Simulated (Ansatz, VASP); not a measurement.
# InSe in VASP and in Ansatz

The input INCAR:

```
PREC = Accurate
ENCUT = 400
EDIFF = 1E-6
ISMEAR = -1
SIGMA = 0.02
LREAL = False
LASPH = True
NELM = 120
ALGO = Normal
ISIF = 2
LWAVE = False
LCHARG = False
GGA = PE
NBANDS = 16
GGA_COMPAT = False
NELMDL = -8
```

The input KPOINTS:

```
Automatic mesh
0
Gamma
  9 9 1
```

Contents of POSCAR:

```
InSe
1.0
    4.0500000000      0.0000000000      0.0000000000
   -2.0250000000      3.5074028853      0.0000000000
    0.0000000000      0.0000000000     15.9311500000
In Se
1 1
Direct
    0.3333333300      0.6666666700      0.4707758100
    0.6666666700      0.3333333300      0.5292241900
```

Input for Ansatz:

```yaml
crystal:
  lattice:
    - [4.05, 0.0, 0.0]
    - [-2.025, 3.5074028853, 0.0]
    - [0.0, 0.0, 15.93115]
  atoms:
    - { symbol: In, position: [0.33333333, 0.66666667, 0.47077581] }
    - { symbol: Se, position: [0.66666667, 0.33333333, 0.52922419] }
hamiltonian:
  xc: pbe
  pseudopotentials:
    kind: all_electron
    lapw: { basis_error: 0.0003, muffin_tin_radii: { Se: 1.069, In: 1.159 } }
kpoints:
  mp_grid: { grid: [9, 9, 1] }
scf:
  occupations: { method: fermi_dirac, width: 0.02 }
  convergence: { dr2_threshold: 1.0e-09 }
output:
  eigenvalues: true
  forces: true
```

Alike in both runs: task single point; functional PBE; k mesh 9 × 9 × 1; occupations fermi-dirac, width 0.02 eV; no spin polarisation.

```csv
,VASP,Ansatz
version,VASP 6.6.1,Ansatz 0.2.0
potentials or method,"VASP PAW PBE potentials, release 64 (In_d, Se), cutoff 400 eV","all-electron LAPW, scalar-relativistic"
```

Ansatz gave:

| Property | Result |
| --- | --- |
| gap on the k mesh at the Fermi level (eV) | none |
| rms of the force components (eV/Å) | 1.088 |

Which values does VASP return?

gap on the k mesh at the Fermi level (eV): none; rms of the force components (eV/Å): 1.095.

Atom by atom the forces differ by 0.007 eV/Å (rms over components). A gap of «none» marks a metal or a gap that the smearing closes. Ansatz ran all-electron here, and VASP with PAW potentials.
